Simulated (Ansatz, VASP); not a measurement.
**Two plane-wave programs on Co**

The input INCAR:

```
PREC = Accurate
ENCUT = 520
EDIFF = 1E-6
ISMEAR = 0
SIGMA = 0.1
LREAL = F
LASPH = T
NELM = 150
ALGO = Normal
ISIF = 2
LWAVE = F
LCHARG = F
ISPIN = 2
MAGMOM = 1.83 1.83 1.83 1.83
LORBIT = 11
LMAXMIX = 4
GGA = PS
NBANDS = 30
```

The input KPOINTS:

```
Automatic mesh
0
Gamma
  24 24 8
```

The input POSCAR:

```
Co
1.0
    2.4552110705      0.0000000000      0.0000000000
   -1.2276055352      2.1262751587      0.0000000000
    0.0000000000      0.0000000000      7.9648408593
Co
4
Direct
    0.0000000000      0.0000000000      0.0000000000
    0.3333333333      0.6666666667      0.2500000000
    0.0000000000      0.0000000000      0.5000000000
    0.6666666667      0.3333333333      0.7500000000
```

Input for Ansatz:

```yaml
crystal:
  lattice:
    - [2.455211069, 0.0, 0.0]
    - [-1.2276055345, 2.1262751574, 0.0]
    - [0.0, 0.0, 7.9648408777]
  atoms:
    - { symbol: Co, position: [0.0, 0.0, 0.0], spin: 1.83 }
    - { symbol: Co, position: [0.3333333333, 0.6666666667, 0.25], spin: 1.83 }
    - { symbol: Co, position: [0.0, 0.0, 0.5], spin: 1.83 }
    - { symbol: Co, position: [0.6666666667, 0.3333333333, 0.75], spin: 1.83 }
basis:
  ecutwfc: 420
kpoints:
  mp_grid: { grid: [24, 24, 8] }
hamiltonian:
  xc: pbesol
scf:
  occupations: { method: gaussian, width: 0.1 }
output:
  forces: true
  stress: true
  eigenvalues: true
  populations: true
magnetization:
  spin_polarized: true
```

Alike in both runs: task single point; functional PBEsol; k mesh 24 × 24 × 8; occupations gaussian, width 0.1 eV; collinear spin.

|  | VASP | Ansatz |
| --- | --- | --- |
| version | VASP 6.6.1 | Ansatz 0.2.0 |
| potentials or method | VASP PAW PBE potentials, release 64 (Co), cutoff 520 eV | scalar-relativistic, plane waves, PAW |
| valence electrons in the cell | 36 | 68 |

Ansatz gave:

- gap on the k mesh at the Fermi level (eV): none
- pressure (GPa): 0.2
- traceless stress, the component that is largest in VASP (GPa): -0.23
- net moment per atom (μB): 1.60
- size of the moment on the site where the two differ most (μB): 1.68

What did VASP give for the same quantities?

gap on the k mesh at the Fermi level (eV): none; pressure (GPa): -0.8; traceless stress, the component that is largest in VASP (GPa): -0.27; net moment per atom (μB): 1.60; size of the moment on the site where the two differ most (μB): 1.61.

VASP's potentials were made for PBE, not for PBEsol. Site moments also hang on the region over which each program counts them. A gap of «none» marks a metal or a gap that the smearing closes. VASP's potentials hold 36 valence electrons a cell and Ansatz's 68, so a difference there can come from the potentials and not from the codes.
